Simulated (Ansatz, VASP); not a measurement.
## Nb in VASP and in Ansatz

INCAR

```
PREC     = Accurate       # precision mode
ENCUT    = 520            # plane-wave cutoff, eV
EDIFF    = 1E-6           # SCF threshold, eV
ISMEAR   = 1              # smearing method
SIGMA    = 0.1            # smearing width, eV
LREAL    = F              # projectors in reciprocal space
LASPH    = T              # aspherical terms in the spheres
NELM     = 80             # most SCF steps
ALGO     = Normal         # electronic algorithm
ISIF     = 2              # what is computed and relaxed
LWAVE    = F              # write WAVECAR
LCHARG   = F              # write CHGCAR
NBANDS   = 12             # bands
```

Contents of KPOINTS:

```
regular mesh
0
Gamma
  35 35 35
```

The input POSCAR:

```
Nb
1.0
   -1.6233862840      1.6233862840      1.6233862840
    1.6233862840     -1.6233862840      1.6233862840
    1.6233862840      1.6233862840     -1.6233862840
Nb
1
Direct
    0.0000000000      0.0000000000      0.0000000000
```

Input for Ansatz:

```yaml
crystal:
  lattice:
    - [-1.623386284, 1.623386284, 1.623386284]
    - [1.623386284, -1.623386284, 1.623386284]
    - [1.623386284, 1.623386284, -1.623386284]
  atoms:
    - { symbol: Nb, position: [0.0, 0.0, 0.0] }
kpoints:
  mp_grid: { grid: [35, 35, 35] }
scf:
  occupations: { method: cold, width: 0.1 }
hamiltonian:
  xc: lda
  pseudopotentials: { kind: paw }
output:
  forces: true
  stress: true
  populations: false
```

Alike in both runs: task single point; functional LDA; k mesh 35 × 35 × 35; no spin polarisation.

```csv
,VASP,Ansatz
version,VASP 6.6.1,Ansatz 0.2.0
potentials or method,"VASP PAW LDA potentials, release 64 (Nb_sv)","plane-wave PAW, scalar-relativistic"
plane-wave cutoff (eV),520,420
occupations,"methfessel-paxton of order 1, width 0.1 eV","cold, width 0.1 eV"
valence electrons in the cell,13,13
```

```tsv
	VASP	Ansatz	Ansatz less VASP
pressure (GPa)	-0.1	0.0	+0.14
```

LDA's correlation is that of Perdew and Zunger in VASP and of Perdew and Wang (1992) in Ansatz.
